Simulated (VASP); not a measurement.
Runs of VASP 6.6.1 on Ag. The structure is that of space group P6_3/mmc (No. 194), or close to it. The cells are those of the table. 

| cell | gap on the mesh (eV) | pressure (GPa) |
| --- | --- | --- |
| a = 2.987, b = 2.987, c = 4.845 Å, angles 90.0, 90.0, 120.0°, 2 atoms | none | -9.8 |
| a = 2.798, b = 2.798, c = 4.537 Å, angles 90.0, 90.0, 120.0°, 2 atoms | none | 11.9 |
| a = 2.757, b = 2.757, c = 4.470 Å, angles 90.0, 90.0, 120.0°, 2 atoms | none | 20.9 |
| a = 2.951, b = 2.951, c = 4.786 Å, angles 90.0, 90.0, 120.0°, 2 atoms | none | (a) |
| a = 2.838, b = 2.838, c = 4.602 Å, angles 90.0, 90.0, 120.0°, 2 atoms | none | (b) |

Alike in all rows: task single point; level PBEsol; potentials or basis VASP PAW PBE potentials, release 64 (Ag); no spin polarisation; k mesh 14 × 14 × 8; cutoff (eV) 520; smearing fermi-dirac 0.1 eV.

Q: Fill in the values left out.

A: (a) -7.4; (b) 5.0.

Caveats: the PAW data sets were made with another functional, which shifts forces and pressure a little.

A k mesh can miss the band edges, and the runs leave out spin-orbit coupling on Ag.

A gap of «none» marks levels without a gap at the run's occupations.
